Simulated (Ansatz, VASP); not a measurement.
**One calculation of Cu, two programs**

```xyz
2
Lattice="2.5233 0.0000 0.0000 -1.2616 2.1852 0.0000 0.0000 0.0000 4.1117" Properties=species:S:1:pos:R:3 pbc="T T T"
Cu    0.0000    1.4568    1.0279
Cu    1.2616    0.7284    3.0838
```

Alike in both runs: task relaxation of cell and atoms; functional PBEsol; k mesh 18 × 18 × 10; occupations gaussian, width 0.1 eV; no spin polarisation.

|  | VASP | Ansatz |
| --- | --- | --- |
| version | VASP 6.6.1 | Ansatz 0.2.0 |
| potentials or method | VASP PAW PBE potentials, release 64 (Cu), cutoff 600 eV | scalar-relativistic, plane waves, PAW |
| valence electrons in the cell | 22 | 38 |

```csv
,VASP,Ansatz,Ansatz less VASP
"gap on the k mesh at the Fermi level, each at its own relaxed structure (eV)",none,none,-
relaxed volume (Å³/atom),11.38,11.33,-0.056
relaxed length of the cell vector where the two differ most in proportion (Å),2.525,2.521,-0.0043
```

VASP's potentials were made for PBE, not for PBEsol. A gap of «none» marks a metal or a gap that the smearing closes. VASP's potentials hold 22 valence electrons a cell and Ansatz's 38, so a difference there can come from the potentials and not from the codes.
